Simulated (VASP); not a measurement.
# Al in VASP: further runs

Runs on Al. Level: PBE. Tasks: single point.

All numbers are computed with VASP 6.6.1; they aren't measurements. Logs are shortened: lines on timing, memory, paths and dates and some standing lists are left out, and cuts for length are marked.

## (1) The cell of the first run

The cell holds a slab with vacuum, 5 atoms: a = 2.857 Å, b = 2.857 Å, c = 24.082 Å, α = 90.00°, β = 90.00°, γ = 90.00°.

## (2) Single point, PBE

INCAR reads:

```
ALGO = Normal ; DIPOL = 0.5 0.5 0.500
EDIFF = 1E-6 ; ENCUT = 520
GGA = PE ; IDIPOL = 3
ISIF = 2 ; ISMEAR = -1
LASPH = T ; LCHARG = T
LDIPOL = T ; LELF = T
LREAL = F ; LVACPOTAV = T
LVHAR = T ; LWAVE = F
NBANDS = 16 ; NELM = 100
PREC = Accurate ; SIGMA = 0.08
```

KPOINTS reads:

```
k-points
0
Gamma
  14 14 1
```

POSCAR reads:

```
Al
1.0
    2.8574853682      0.0000000000      0.0000000000
    0.0000000000      2.8574853682      0.0000000000
    0.0000000000      0.0000000000     24.0822000000
Al
5
Direct
    0.0000000000      0.0000000000      0.3291663618
    0.5000000000      0.5000000000      0.4144188660
    0.0000000000      0.0000000000      0.4999999984
    0.5000000000      0.5000000000      0.5855811344
    0.0000000000      0.0000000000      0.6708336395
```

Potentials or basis: VASP PAW PBE potentials, release 64 (Al).

The run is started by

```console
cat potpaw_PBE.64/Al/POTCAR > POTCAR
mpirun -np 1 vasp_std > vasp.out
```

OUTCAR:

```text
EDIFF = 1E-6
   ENCUT = 520
   GGA = PE
   ISIF = 2
   ISMEAR = -1
   LASPH = T
   LREAL = F
   NELM = 100
   PREC = Accurate

 ion  position               nearest neighbor table
   1  0.000  0.000  0.329-   2 2.88   2 2.88   2 2.88   2 2.88
   2  0.500  0.500  0.414-   1 2.88   1 2.88   1 2.88   1 2.88   3 2.89   3 2.89   3 2.89   3 2.89

   3  0.000  0.000  0.500-   2 2.89   2 2.89   2 2.89   2 2.89   4 2.89   4 2.89   4 2.89   4 2.89

   4  0.500  0.500  0.586-   5 2.88   5 2.88   5 2.88   5 2.88   3 2.89   3 2.89   3 2.89   3 2.89

   5  0.000  0.000  0.671-   4 2.88   4 2.88   4 2.88   4 2.88

  LATTYP: Found a simple tetragonal cell.
 ALAT       =     2.8574853682
 C/A-ratio  =     8.4277596897

  Lattice vectors:

 A1 = (   2.8574853682,   0.0000000000,   0.0000000000)
 A2 = (   0.0000000000,   2.8574853682,   0.0000000000)
 A3 = (   0.0000000000,   0.0000000000,  24.0822000000)

Analysis of symmetry for initial positions (statically):
=====================================================================
 Subroutine PRICEL returns:
 Original cell was already a primitive cell.

 Routine SETGRP: Setting up the symmetry group for a
 simple tetragonal supercell.

 Subroutine GETGRP returns: Found 16 space group operations
 (whereof 16 operations were pure point group operations)
 out of a pool of 16 trial point group operations.

The static configuration has the point symmetry D_4h.

Analysis of symmetry for dynamics (positions and initial velocities):
=====================================================================
 Subroutine PRICEL returns:
 Original cell was already a primitive cell.

 Routine SETGRP: Setting up the symmetry group for a
 simple tetragonal supercell.

 Subroutine GETGRP returns: Found 16 space group operations
 (whereof 16 operations were pure point group operations)
 out of a pool of 16 trial point group operations.

The dynamic configuration has the point symmetry D_4h.

 Subroutine INISYM returns: Found 16 space group operations
 (whereof 16 operations are pure point group operations),
 and found     1 'primitive' translations

----------------------------------------------------------------------------------------

                                     Primitive cell

  volume of cell :     196.6365

  direct lattice vectors                    reciprocal lattice vectors
[... 100 lines left out ...]
   ISYM   =      2    0-nonsym 1-usesym 2-fastsym
   POTIM  = 0.5000    time-step for ionic-motion
   TEBEG  =    0.0;   TEEND  =   0.0 temperature during run
   PSTRESS=    0.0 pullay stress
   NELECT =      15.0000    total number of electrons
   NUPDOWN=      -1.0000    fix difference up-down
   EMIN   =  10.00;   EMAX   =-10.00  energy-range for DOS
   EFERMI =   0.00;   METHOD = LEGACY
   ISMEAR =    -1;   SIGMA  =   0.08  broadening in eV -4-tet -1-fermi 0-gaus
   EFERMI_NEDOS =   21; number of points for ismear=-14 and -15
   IALGO  =     38    algorithm
   IMIX   =      4    mixing-type and parameters
     AMIX     =   0.40;   BMIX     =  1.00
     AMIX_MAG =   1.60;   BMIX_MAG =  1.00
  volume/ion in A,a.u.               =      39.33       265.39
  Fermi-wavevector in a.u.,A,eV,Ry     =   0.694305  1.312047  6.558824  0.482060
  Thomas-Fermi vector in A             =   1.776762
   LORBIT       =      0    0 simple, 1 ext, 2 COOP (PROOUT), +10 PAW based schemes
   GGA     = PE    functional components
   LHFCALC =     F    Hartree Fock is set to
   AEXX    =    0.0000 exact exchange contribution
   IVDW    =     0    specifies the selected vdW correction
   LEPSILON=     F    determine dielectric tensor
   LRPA    =     F    only Hartree local field effects (RPA)
 non-spin polarized calculation
  energy-cutoff  :      520.00
  volume of cell :      196.64
 maximum number of plane-waves:      5352
 NGX is ok and might be reduce to    24
   NGX = 11   NGY = 11   NGZ = 89

 dipolmoment           0.000000      0.000000      0.000000 electrons x Angstroem

 number of electron      15.0000000 magnetization

 dipolmoment           0.000000      0.000000     -0.000000 electrons x Angstroem

 Free energy of the ion-electron system (eV)
  ---------------------------------------------------
  ext. energy  EPLUGINS =         0.00000000
  ---------------------------------------------------
  free energy    TOTEN  =       -17.80360419 eV

  energy without entropy =      -17.75190570  energy(sigma->0) =      -17.77775495

 E-fermi :   0.9205     XC(G=0):  -5.1268

 val. band max:        0.9163217753   @ k =   0.2857   0.2143   0.0000
 cond. band min:       0.9225037383   @ k =   0.4286   0.4286   0.0000
 fundamental gap:      0.0061819630
 Fermi energy:         0.9205306391

 k-point     1 :       0.0000    0.0000    0.0000
  band No.  band energies     occupation
      1      -9.7699      2.00000
      2      -8.8678      2.00000
      3      -7.4221      2.00000
      4      -5.4959      2.00000
      5      -3.0986      2.00000
      6      -1.2329      2.00000
[... 433 lines left out ...]
      3      -4.3590      2.00000
      4      -2.4645      2.00000
      5      -1.7243      2.00000
      6      -0.8627      2.00000
[... 8 lines left out ...]
     15       5.6686      0.00000
     16       6.4426      0.00000

 [... further k-points ...]

------------------------ aborting loop because EDIFF is reached ----------------------------------------

  FORCE on cell =-STRESS in cart. coord.  units (eV):
  Direction    XX          YY          ZZ          XY          YZ          ZX
  --------------------------------------------------------------------------------------
  -------------------------------------------------------------------------------------
  Total       -2.1081942     -2.1081942     -0.0175003      0.0000000     -0.0000000      0.0000000
  in kB      -17.1773836    -17.1773836     -0.1425905      0.0000000     -0.0000000      0.0000000
  external PRESSURE =     -11.4991192 kB  Pullay stress =       0.0000000 kB

 VOLUME and BASIS-vectors are now :
 -----------------------------------------------------------------------------
  energy-cutoff  :      520.00
  volume of cell :      196.64
      direct lattice vectors                 reciprocal lattice vectors
     2.857485368  0.000000000  0.000000000     0.349958047  0.000000000  0.000000000
     0.000000000  2.857485368  0.000000000     0.000000000  0.349958047  0.000000000
     0.000000000  0.000000000 24.082200000     0.000000000  0.000000000  0.041524445

 POSITION                                       TOTAL-FORCE (eV/Angst)
 -----------------------------------------------------------------------------------
      0.00000      0.00000      7.92705        -0.000000      0.000000      0.000756
      1.42874      1.42874      9.98012        -0.000000      0.000000      0.002219
      0.00000      0.00000     12.04110        -0.000000      0.000000      0.000000
      1.42874      1.42874     14.10208         0.000000     -0.000000     -0.002219
      0.00000      0.00000     16.15515         0.000000     -0.000000     -0.000756
 -----------------------------------------------------------------------------------
    total drift:                                0.000000      0.000000     -0.000000

  FREE ENERGIE OF THE ION-ELECTRON SYSTEM (eV)
  ---------------------------------------------------
  free  energy   TOTEN  =       -17.8036041893 eV

  energy  without entropy=      -17.7519057018  energy(sigma->0) =      -17.77775495

 vacuum level on the upper side and lower side of the slab         5.210         5.210
```

Wall time 4.4 min (1 thread of Intel Xeon 8259CL, shared host); peak memory 0.33 GiB.

Results:

| Property | Result |
| --- | --- |
| Free energy | -17.8036 eV |
| Band gap on the k mesh | zero (an odd number of electrons rules out a gap without spin polarisation) |

Forces in eV/Å, atoms in the order of the input:
```
Al   0.000  0.000  0.001
Al   0.000  0.000  0.002
Al   0.000  0.000  0.000
Al   0.000  0.000 -0.002
Al   0.000  0.000 -0.001
```

Levels at points of the mesh, in eV from the Fermi level:
```
           k point  band 6  band 7  band 8  band 9  band 10  band 11
(0.00, 0.00, 0.00)   -2.15    0.86    2.99    3.93     4.92     5.03
(0.50, 0.00, 0.00)   -3.93   -2.22   -1.91   -0.01     0.69     1.71
(0.50, 0.50, 0.00)   -1.12   -0.46   -0.32   -0.32    -0.04     1.04
```

## (3) Single point, PBE

INCAR reads:

```
SYSTEM = Al
  PREC = Accurate
  ENCUT = 520
  EDIFF = 1E-6
  ISMEAR = -1
  SIGMA = 0.08
  LREAL = .FALSE.
  LASPH = .TRUE.
  NELM = 60
  ALGO = Normal
  ISIF = 2
  LWAVE = .FALSE.
  LCHARG = .FALSE.
  GGA = PE
  NBANDS = 16
```

KPOINTS reads:

```
regular mesh
0
G
  14 14 1
  0 0 0
```

POSCAR is that of step 2.

Potentials or basis: VASP PAW PBE potentials, release 64 (Al).

The run is started by

```console
cat potpaw_PBE.64/Al/POTCAR > POTCAR
mpirun -np 1 vasp_std > vasp.out
```

Wall time 4.9 min (1 thread of Intel Xeon 8259CL, shared host); peak memory 0.33 GiB.

The run converged. Its results:

| Quantity | Value |
| --- | --- |
| Free energy | -17.8036 eV |
| Band gap on the k mesh | zero (an odd number of electrons rules out a gap without spin polarisation) |

Forces in eV/Å, atoms in the order of the input:
```
Al   0.000  0.000  0.001
Al   0.000  0.000  0.002
Al   0.000  0.000  0.000
Al   0.000  0.000 -0.002
Al   0.000  0.000 -0.001
```

Levels at points of the mesh, in eV from the Fermi level:
```tsv
k point	band 5	band 6	band 7	band 8	band 9	band 10	band 11	band 12
(0.00, 0.00, 0.00)	-4.02	-2.15	0.86	2.99	3.93	4.92	5.03	5.70
(0.50, 0.00, 0.00)	-3.97	-3.93	-2.22	-1.91	-0.01	0.69	1.71	2.54
(0.50, 0.50, 0.00)	-1.20	-1.12	-0.46	-0.32	-0.32	-0.04	1.04	1.32
```
